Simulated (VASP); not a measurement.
Write the native input for VASP 6.6.1 that does the following.

| Item | Value |
| --- | --- |
| Task | relaxation of cell and atoms |
| Functional | PBE |
| Potentials or basis | VASP PAW PBE potentials, release 64 (Pd, Pt, Se) |
| Cutoff | 600 eV |
| k mesh | 6 × 6 × 10 |
| Occupations | gaussian, width 0.1 eV |
| Spin | no spin polarisation |
| Dipole correction | no |
| Further INCAR settings | ALGO = Normal; EDIFF = 1e-06; IBRION = 2; EDIFFG = -0.01; NSW = 100; ISIF = 3 |

The structure of PdPt2Se3 lies in POSCAR:

```
PdPt2Se3
1.0
    6.3090639400      0.0000000000      0.0000000000
   -3.1545319700      5.4638096500      0.0000000000
    0.0000000000      0.0000000000      3.7085333400
Pd Pt Se
1 2 3
Direct
    0.0000000000      0.0000000000      0.5000000000
    0.3333333300      0.6666666700      0.5000000000
    0.6666666700      0.3333333300      0.5000000000
    0.0000000000      0.5000000000      0.0000000000
    0.5000000000      0.0000000000      0.0000000000
    0.5000000000      0.5000000000      0.0000000000
```

The cell was generated, and may not be a known phase.

One way to write it, as run:

INCAR

```
  ALGO = Normal
  EDIFF = 1E-6
  EDIFFG = -0.01
  ENCUT = 600
  GGA = PE
  IBRION = 2
  ISIF = 3
  ISMEAR = 0
  LASPH = True
  LCHARG = False
  LREAL = False
  LWAVE = False
  NELM = 60
  NSW = 100
  PREC = Accurate
  SIGMA = 0.1
```

KPOINTS

```
k-points
0
Gamma
  6 6 10
```

Potentials or basis: VASP PAW PBE potentials, release 64 (Pd, Pt, Se).

Command:

```console
$ cat potpaw_PBE.64/Pd/POTCAR potpaw_PBE.64/Pt/POTCAR potpaw_PBE.64/Se/POTCAR > POTCAR
$ mpirun -np 1 vasp_std > vasp.out
```

Results of the run:

```json
{
 "Relaxed volume": "21.80 Å³/atom",
 "Relaxed cell": "a = 6.487 Å, b = 6.487 Å, c = 3.588 Å, α = 90.00°, β = 90.00°, γ = 120.00°",
 "Space group after relaxing (to 0.1 Å)": "P6/mmm (No. 191)",
 "Energy gained by relaxing": "4.2 meV/atom",
 "Ionic steps": "11",
 "Pressure after relaxing": "0.0 GPa",
 "Band gap on the k mesh": "zero (bands 24 and 25 overlap by 0.88 eV)"
}
```

Caveat: spin-orbit coupling is left out, which moves the levels of the heavy elements.

Wall time 12 min on 1 thread of AMD EPYC 9R45 96-Core Processor (Zen 5), on a shared host, peak memory 0.38 GiB.
